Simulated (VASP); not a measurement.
A run of VASP 6.6.1 is set up as follows.

The input INCAR:

```
SYSTEM = Al
PREC = Accurate ; ENCUT = 520
EDIFF = 1E-6 ; ISMEAR = 0
SIGMA = 0.15 ; LREAL = .FALSE.
LASPH = .TRUE. ; NELM = 100
ALGO = Normal ; ISIF = 2
LWAVE = .FALSE. ; LCHARG = .FALSE.
GGA = CA ; NBANDS = 10
```

The input KPOINTS:

```
Automatic mesh
0
G
  18 18 10
  0 0 0
```

File POSCAR:

```
Al
1.0
    2.7184000000      0.0000000000      0.0000000000
   -1.3592000000      2.3542034577      0.0000000000
    0.0000000000      0.0000000000      4.5691000000
Al
2
Direct
    0.6666666667      0.3333333333      0.7500000000
    0.3333333333      0.6666666667      0.2500000000
```

Potentials or basis: VASP PAW LDA potentials, release 64 (Al).

Run with:

```console
$ cat potpaw_LDA.64/Al/POTCAR > POTCAR
$ mpirun -np 1 vasp_std > vasp.out
```

Q: Predict the band gap on the k mesh.

A: Zero (band 3 reaches 13.19 eV, above the bottom of band 4 at 5.80 eV).

Q: Estimate the pressure.

A: 8.6 GPa.

Stress tensor (GPa, compression positive):
```
8.94 0.00 0.00
0.00 8.94 0.00
0.00 0.00 7.92
```
